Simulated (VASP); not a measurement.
# Ir (Fm-3m) in VASP: notebook

Runs on Ir. Level: r2SCAN. Tasks: single point, relaxation of cell and atoms.

Everything below comes from runs of VASP 6.6.1. Logs are shortened: lines on timing, memory, paths and dates and some standing lists are left out, and cuts for length are marked.

### 1 The cell of the first run

Symmetry: Fm-3m, No. 225, cubic system. The conventional cell has a = 3.844 Å, b = 3.844 Å, c = 3.844 Å, α = 90.00°, β = 90.00°, γ = 90.00°. Within 3.6 Å of Ir (site symmetry m-3m) lie 12 Ir at 2.72 Å.

### 2 Single point, r2SCAN

File POSCAR:

```
Ir
1.0
    0.0000000000      1.9219034294      1.9219034294
    1.9219034294      0.0000000000      1.9219034294
    1.9219034294      1.9219034294      0.0000000000
Ir
1
Direct
    0.0000000000      0.0000000000      0.0000000000
```

File INCAR.step1:

```
PREC = Accurate
ENCUT = 520
ISMEAR = 0
SIGMA = 0.0272
LREAL = False
LASPH = True
NELM = 80
NBANDS = 10
GGA = PE
ALGO = Normal
EDIFF = 1E-4
LWAVE = True
LCHARG = False
```

File INCAR.step2:

```
PREC = Accurate
ENCUT = 520
EDIFF = 1E-6
ISMEAR = 0
SIGMA = 0.0272
LREAL = False
LASPH = True
NELM = 80
ALGO = Normal
ISIF = 2
LWAVE = False
LCHARG = False
METAGGA = R2SCAN
LMIXTAU = True
NBANDS = 10
ISTART = 1
```

File KPOINTS:

```
Automatic mesh
0
Gamma
  15 15 15
```

Potentials or basis: VASP PAW PBE potentials, release 64 (Ir).

On the command line:

```bash
$ cat potpaw_PBE.64/Ir/POTCAR > POTCAR
$ cp INCAR.step1 INCAR
$ mpirun -np 1 vasp_std > vasp.out
$ cp INCAR.step2 INCAR
$ mpirun -np 1 vasp_std > vasp.out
```

OUTCAR:

```text
PREC = Accurate
   ENCUT = 520
   EDIFF = 1E-6
   ISMEAR = 0
   LREAL = False
   LASPH = True
   NELM = 80
   ISIF = 2
   METAGGA = R2SCAN
   ISTART = 1

 ion  position               nearest neighbor table
   1  0.000  0.000  0.000-

  LATTYP: Found a face centered cubic cell.
 ALAT       =     3.8438068588

  Lattice vectors:

 A1 = (   0.0000000000,   1.9219034294,   1.9219034294)
 A2 = (   1.9219034294,   0.0000000000,   1.9219034294)
 A3 = (   1.9219034294,   1.9219034294,   0.0000000000)

Analysis of symmetry for initial positions (statically):
=====================================================================
 Subroutine PRICEL returns:
 Original cell was already a primitive cell.

 Routine SETGRP: Setting up the symmetry group for a
 face centered cubic supercell.

 Subroutine GETGRP returns: Found 48 space group operations
 (whereof 48 operations were pure point group operations)
 out of a pool of 48 trial point group operations.

The static configuration has the point symmetry O_h .

Analysis of symmetry for dynamics (positions and initial velocities):
=====================================================================
 Subroutine PRICEL returns:
 Original cell was already a primitive cell.

 Routine SETGRP: Setting up the symmetry group for a
 face centered cubic supercell.

 Subroutine GETGRP returns: Found 48 space group operations
 (whereof 48 operations were pure point group operations)
 out of a pool of 48 trial point group operations.

The dynamic configuration has the point symmetry O_h .

 Subroutine INISYM returns: Found 48 space group operations
 (whereof 48 operations are pure point group operations),
 and found     1 'primitive' translations

----------------------------------------------------------------------------------------

                                     Primitive cell

  volume of cell :      14.1979

  direct lattice vectors                    reciprocal lattice vectors
     0.000000000  1.921903429  1.921903429    -0.260158753  0.260158753  0.260158753
     1.921903429  0.000000000  1.921903429     0.260158753 -0.260158753  0.260158753
     1.921903429  1.921903429  0.000000000     0.260158753  0.260158753 -0.260158753

  length of vectors
     2.717981895  2.717981895  2.717981895     0.450608179  0.450608179  0.450608179

  position of ions in fractional coordinates (direct lattice)
     0.000000000  0.000000000  0.000000000

  ion indices of the primitive-cell ions
   primitive index   ion index
                 1           1

[... 73 lines left out ...]
   EDIFFG = 0.1E-04   stopping-criterion for IOM
   NSW    =      0    number of steps for IOM
   IBRION =     -1    ionic relax: 0-MD 1-quasi-New 2-CG
   NFREE  =      0    steps in history (QN), initial steepest desc. (CG)
   ISIF   =      2    stress and relaxation
   ISYM   =      2    0-nonsym 1-usesym 2-fastsym
   POTIM  = 0.5000    time-step for ionic-motion
   TEBEG  =    0.0;   TEEND  =   0.0 temperature during run
   PSTRESS=    0.0 pullay stress
   NELECT =       9.0000    total number of electrons
   NUPDOWN=      -1.0000    fix difference up-down
   EMIN   =  10.00;   EMAX   =-10.00  energy-range for DOS
   EFERMI =   0.00;   METHOD = LEGACY
   ISMEAR =     0;   SIGMA  =   0.03  broadening in eV -4-tet -1-fermi 0-gaus
   EFERMI_NEDOS =   21; number of points for ismear=-14 and -15
   IALGO  =     38    algorithm
   IMIX   =      4    mixing-type and parameters
     AMIX     =   0.40;   BMIX     =  1.00
     AMIX_MAG =   1.60;   BMIX_MAG =  1.00
  volume/ion in A,a.u.               =      14.20        95.81
  Fermi-wavevector in a.u.,A,eV,Ry     =   1.406309  2.657539 26.908312  1.977705
  Thomas-Fermi vector in A             =   2.528682
   LORBIT       =      0    0 simple, 1 ext, 2 COOP (PROOUT), +10 PAW based schemes
   METAGGA = R2SCAN    functional components
   LHFCALC =     F    Hartree Fock is set to
   AEXX    =    0.0000 exact exchange contribution
   IVDW    =     0    specifies the selected vdW correction
   LEPSILON=     F    determine dielectric tensor
   LRPA    =     F    only Hartree local field effects (RPA)
 non-spin polarized calculation
 Gauss-broadening in eV      SIGMA  =   0.03
  energy-cutoff  :      520.00
  volume of cell :       14.20
 maximum number of plane-waves:       391
   NGX = 11   NGY = 11   NGZ = 11

 number of electron       9.0000000 magnetization

 Free energy of the ion-electron system (eV)
  ---------------------------------------------------
  ext. energy  EPLUGINS =         0.00000000
  ---------------------------------------------------
  free energy    TOTEN  =       -52.37137762 eV

  energy without entropy =      -52.37064322  energy(sigma->0) =      -52.37101042

 E-fermi :  10.1988     XC(G=0): -15.3038

 val. band max:       10.1813798783   @ k =  -0.4667   0.4000   0.0000
 cond. band min:      10.2015099720   @ k =  -0.3333   0.2667   0.0667
 fundamental gap:      0.0201300936
 Fermi energy:        10.1987709249

 k-point     1 :       0.0000    0.0000    0.0000
  band No.  band energies     occupation
      1      -1.3751      2.00000
      2       6.1350      2.00000
      3       6.1350      2.00000
      4       6.1350      2.00000
      5       8.8295      2.00000
      6       8.8295      2.00000
      7      25.2231      0.00000
      8      31.0668      0.00000
      9      31.0668      0.00000
     10      31.0668      0.00000
[... 287 lines left out ...]
 k-point    24 :       0.2000    0.1333    0.0000
  band No.  band energies     occupation
      1       0.3431      2.00000
      2       5.0387      2.00000
      3       6.9321      2.00000
      4       7.0449      2.00000
      5       7.8063      2.00000
      6       9.3138      2.00000
      7      27.9921      0.00000
      8      28.1788      0.00000
      9      31.2647      0.00000
     10      31.8458      0.00000

 [... further k-points ...]
[... 5 lines left out ...]
  --------------------------------------------------------------------------------------
  -------------------------------------------------------------------------------------
  Total        0.2189622      0.2189622      0.2189622     -0.0000000      0.0000000      0.0000000
  in kB       24.7089916     24.7089916     24.7089916     -0.0000000      0.0000000      0.0000000
  external PRESSURE =      24.7089916 kB  Pullay stress =       0.0000000 kB

 VOLUME and BASIS-vectors are now :
 -----------------------------------------------------------------------------
  energy-cutoff  :      520.00
  volume of cell :       14.20
      direct lattice vectors                 reciprocal lattice vectors
     0.000000000  1.921903429  1.921903429    -0.260158753  0.260158753  0.260158753
     1.921903429  0.000000000  1.921903429     0.260158753 -0.260158753  0.260158753
     1.921903429  1.921903429  0.000000000     0.260158753  0.260158753 -0.260158753

 POSITION                                       TOTAL-FORCE (eV/Angst)
 -----------------------------------------------------------------------------------
      0.00000      0.00000      0.00000         0.000000      0.000000      0.000000
 -----------------------------------------------------------------------------------
    total drift:                                0.000000     -0.000000     -0.000000

  FREE ENERGIE OF THE ION-ELECTRON SYSTEM (eV)
  ---------------------------------------------------
  free  energy   TOTEN  =       -52.3713776202 eV

  energy  without entropy=      -52.3706432204  energy(sigma->0) =      -52.37101042
```

OUTCAR.step1:

```text
PREC = Accurate
   ENCUT = 520
   ISMEAR = 0
   LREAL = False
   LASPH = True
   NELM = 80
[... 526 lines left out ...]

 POSITION                                       TOTAL-FORCE (eV/Angst)
 -----------------------------------------------------------------------------------
      0.00000      0.00000      0.00000         0.000000      0.000000     -0.000000
 -----------------------------------------------------------------------------------
    total drift:                                0.000000      0.000000      0.000000

  FREE ENERGIE OF THE ION-ELECTRON SYSTEM (eV)
  ---------------------------------------------------
  free  energy   TOTEN  =        -8.8470298050 eV

  energy  without entropy=       -8.8464679035  energy(sigma->0) =       -8.84674885
```

Wall time 33 s (1 thread of Intel Xeon Platinum 8488C (Sapphire Rapids), shared host); peak memory 0.14 GiB.

What came out:

```
Free energy : -52.3714 eV
Pressure    : 2.5 GPa
```

Levels at points of the mesh, in eV from the Fermi level:
| k point | band 2 | band 3 | band 4 | band 5 | band 6 | band 7 |
| --- | --- | --- | --- | --- | --- | --- |
| (0.00, 0.00, 0.00) | -4.06 | -4.06 | -4.06 | -1.37 | -1.37 | 15.02 |

Caveat: the PAW data sets were made with another functional, which shifts forces and pressure a little; spin-orbit coupling is left out, which moves the levels of the heavy elements.

### 3 Relaxation of cell and atoms, r2SCAN

This run uses another cell than the first one, of 14.14 Å³/atom, 0.996 times its volume.

File POSCAR:

```
Ir
1.0
    0.0000000000      1.9193830300      1.9193830300
    1.9193830300      0.0000000000      1.9193830300
    1.9193830300      1.9193830300      0.0000000000
Ir
1
Direct
    0.0000000000      0.0000000000      0.0000000000
```

File INCAR.step1:

```
SYSTEM = Ir
ALGO     = Normal         ! electronic algorithm
EDIFF    = 1E-4           ! SCF threshold, eV
ENCUT    = 600            ! plane-wave cutoff, eV
GGA      = PE             ! functional
ISMEAR   = 0              ! smearing method
LASPH    = .TRUE.         ! aspherical terms in the spheres
LCHARG   = .FALSE.        ! write CHGCAR
LREAL    = .FALSE.        ! projectors in reciprocal space
LWAVE    = .TRUE.         ! write WAVECAR
NELM     = 80             ! most SCF steps
PREC     = Accurate       ! precision mode
SIGMA    = 0.0272         ! smearing width, eV
```

File INCAR.step2:

```
SYSTEM = Ir
ALGO     = Normal         ! electronic algorithm
EDIFF    = 1E-6           ! SCF threshold, eV
EDIFFG   = -0.01          ! ionic threshold
ENCUT    = 600            ! plane-wave cutoff, eV
IBRION   = 2              ! ionic algorithm
ISIF     = 3              ! what is computed and relaxed
ISMEAR   = 0              ! smearing method
ISTART   = 1            
LASPH    = .TRUE.         ! aspherical terms in the spheres
LCHARG   = .FALSE.        ! write CHGCAR
LMIXTAU  = .TRUE.       
LREAL    = .FALSE.        ! projectors in reciprocal space
LWAVE    = .FALSE.        ! write WAVECAR
METAGGA  = R2SCAN         ! meta-GGA
NELM     = 80             ! most SCF steps
NSW      = 80             ! ionic steps
PREC     = Accurate       ! precision mode
SIGMA    = 0.0272         ! smearing width, eV
```

File KPOINTS:

```
k-points
0
G
  15 15 15
  0 0 0
```

Potentials or basis: VASP PAW PBE potentials, release 64 (Ir).

On the command line:

```bash
$ cat potpaw_PBE.64/Ir/POTCAR > POTCAR
$ cp INCAR.step1 INCAR
$ mpirun -np 1 vasp_std > vasp.out
$ cp INCAR.step2 INCAR
$ mpirun -np 1 vasp_std > vasp.out
```

Run time: 79 s. Hardware: 1 thread of Intel Xeon Platinum 8488C (Sapphire Rapids), shared host; peak memory 0.17 GiB.

Results (log left out):

```yaml
Free_energy: -52.3719 eV
Relaxed_volume: 14.29 Å³/atom
Relaxed_cell: a = 2.724 Å, b = 2.724 Å, c = 2.724 Å, α = 60.00°, β = 60.00°, γ = 60.00°
Space_group_after_relaxing_to_0.05_Å: Fm-3m (No. 225)
Energy_gained_by_relaxing: 1.8 meV/atom
Ionic_steps: 3
Pressure_after_relaxing: 0.0 GPa
```

The path:
| step | energy change (eV) | largest force (eV/Å) | pressure (GPa) | volume (Å³) |
| --- | --- | --- | --- | --- |
| 1 | 0.0000 | 0.0000 | 4.08 | 14.14 |
| 2 | 0.0256 | 0.0000 | -14.00 | 14.89 |
| 3 | -0.0018 | 0.0000 | -0.03 | 14.29 |

Final structure:
```
CELL_PARAMETERS angstrom
0.00000 1.92618 1.92618
1.92618 0.00000 1.92618
1.92618 1.92618 0.00000
ATOMIC_POSITIONS crystal
Ir 0.00000 0.00000 0.00000
```

Levels at points of the mesh, in eV from the Fermi level:
```
           k point  band 1  band 2  band 3  band 4  band 5  band 6  band 7  band 8
(0.00, 0.00, 0.00)  -11.50   -4.02   -4.02   -4.02   -1.36   -1.36   15.04   20.84
```

Caveat: the PAW data sets were made with another functional, which shifts forces and pressure a little; spin-orbit coupling is left out, which moves the levels of the heavy elements. Zero-point motion and thermal expansion aren't in these numbers.

### 4 Single point, r2SCAN

File POSCAR:

```
Ir
1.0
    0.0000000000      1.9219034294      1.9219034294
    1.9219034294      0.0000000000      1.9219034294
    1.9219034294      1.9219034294      0.0000000000
Ir
1
Direct
    0.0000000000      0.0000000000      0.0000000000
```

File INCAR.step1:

```
PREC = Accurate
ENCUT = 550
ISMEAR = 0
SIGMA = 0.0272
LREAL = False
LASPH = True
NELM = 120
NBANDS = 14
GGA = PE
ALGO = Normal
EDIFF = 1E-5
LWAVE = True
LCHARG = False
GGA_COMPAT = False
```

File INCAR.step2:

```
PREC = Accurate
ENCUT = 550
EDIFF = 1E-6
ISMEAR = 0
SIGMA = 0.0272
LREAL = False
LASPH = True
NELM = 120
ALGO = Normal
ISIF = 2
LWAVE = False
LCHARG = False
METAGGA = R2SCAN
LMIXTAU = True
NBANDS = 14
ISTART = 1
GGA_COMPAT = False
```

File KPOINTS:

```
Automatic mesh
0
Gamma
  15 15 15
```

Potentials or basis: VASP PAW PBE potentials, release 64 (Ir_sv_GW).

On the command line:

```bash
$ cat potpaw_PBE.64/Ir_sv_GW/POTCAR > POTCAR
$ cp INCAR.step1 INCAR
$ mpirun -np 1 vasp_std > vasp.out
$ cp INCAR.step2 INCAR
$ mpirun -np 1 vasp_std > vasp.out
```

It took 2.9 min on 1 thread of AMD EPYC 7R43 (Zen 3), shared host; peak memory 0.14 GiB.

It converged, with:

| Quantity | Value |
| --- | --- |
| Free energy | -52.9094 eV |
| Pressure | -2.2 GPa |

Levels at points of the mesh, in eV from the Fermi level:
| k point | band 5 | band 6 | band 7 | band 8 | band 9 | band 10 | band 11 | band 12 |
| --- | --- | --- | --- | --- | --- | --- | --- | --- |
| (0.00, 0.00, 0.00) | -11.54 | -4.06 | -4.06 | -4.06 | -1.36 | -1.36 | 14.20 | 19.98 |

Caveat: the PAW data sets were made with another functional, which shifts forces and pressure a little; spin-orbit coupling is left out, which moves the levels of the heavy elements.

### 5 The runs side by side

| task | potentials or basis | cell | cutoff (eV) | second run | gap on the mesh (eV) | pressure (GPa) |
| --- | --- | --- | --- | --- | --- | --- |
| single point | VASP PAW PBE potentials, release 64 (Ir) | a = 2.718 Å, angles 60.0°, 1 atom | 520 | - | none | 2.5 |
| relaxation of cell and atoms | VASP PAW PBE potentials, release 64 (Ir) | relaxed from a = 2.714 Å, angles 60.0°, 1 atom | 600 | - | none | 0.0 |
| single point | VASP PAW PBE potentials, release 64 (Ir_sv_GW) | a = 2.718 Å, angles 60.0°, 1 atom | 550 | valence_matched | none | -2.2 |

Alike in all rows: level r2SCAN; no spin polarisation; k mesh 15 × 15 × 15; smearing gaussian 0.0272 eV.

Caveats: the PAW data sets were made with another functional, which shifts forces and pressure a little; spin-orbit coupling is left out, which moves the levels of the heavy elements.

Total energies depend on the potentials used, so only differences within one code and one set of settings carry meaning.
